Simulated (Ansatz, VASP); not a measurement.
## Two plane-wave programs on Ga3AsP2

```
CELL_PARAMETERS angstrom
3.93589 0.00000 0.00000
-1.96794 3.40858 0.00000
0.00000 0.00000 19.46994
ATOMIC_POSITIONS crystal
Ga 0.33333 0.66667 0.32996
Ga 0.33333 0.66667 0.66665
Ga 0.33333 0.66667 0.00347
Ga 0.66667 0.33333 0.16665
Ga 0.66667 0.33333 0.50347
Ga 0.66667 0.33333 0.82996
P 0.33333 0.66667 0.12631
P 0.33333 0.66667 0.78988
P 0.66667 0.33333 0.28988
P 0.66667 0.33333 0.62631
As 0.33333 0.66667 0.45773
As 0.66667 0.33333 0.95773
```

Alike in both runs: task single point; functional PBE; k mesh 6 × 6 × 1; occupations gaussian, width 0.1 eV; no spin polarisation.

|  | VASP | Ansatz |
| --- | --- | --- |
| version | VASP 6.6.1 | Ansatz 0.2.0 |
| potentials or method | VASP PAW PBE potentials, release 64 (Ga_d, P, As), cutoff 520 eV | scalar-relativistic, plane waves, PAW |
| valence electrons in the cell | 108 | 128 |

|  | VASP | Ansatz | Ansatz less VASP |
| --- | --- | --- | --- |
| gap on the k mesh at the Fermi level (eV) | 0.89 | 0.89 | +0.005 |
| least direct gap on the mesh (eV) | 0.89 | 0.89 | +0.005 |
| pressure (GPa) | 0.1 | 0.0 | -0.06 |
| traceless stress, the component that is largest in VASP (GPa) | -0.06 | -0.06 | +0.001 |
| rms of the force components (eV/Å) | 0.003 | 0.004 | +0.0002 |

Atom by atom the forces differ by 0.005 eV/Å (rms over components). The functional is the same, so the differences come from potentials, cutoffs and numerics. VASP's potentials hold 108 valence electrons a cell and Ansatz's 128, so a difference there can come from the potentials and not from the codes.
